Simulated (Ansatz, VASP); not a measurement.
# B in VASP and in Ansatz

```
B
1.0
     0.00000    1.91874    1.91874
     1.91874    0.00000    1.91874
     1.91874    1.91874    0.00000
B
2
Cartesian
  -0.4797 -0.4797 -0.4797
  0.4797 0.4797 0.4797
```

Change from the starting cell: volume scaled by 0.85, LAPW.

Alike in both runs: task single point; functional PBE; k mesh 18 × 18 × 18; occupations fermi-dirac, width 0.05 eV; no spin polarisation.

```csv
,VASP,Ansatz
version,VASP 6.6.1,Ansatz 0.2.0
potentials or method,"VASP PAW PBE potentials, release 64 (B), cutoff 520 eV","all-electron LAPW, scalar-relativistic"
```

```tsv
	VASP	Ansatz	Ansatz less VASP
pressure (GPa)	38.3	38.2	-0.15
```

Both programs put the cell under a high pressure, so it lies far from rest at this level. Ansatz ran all-electron here, and VASP with PAW potentials.
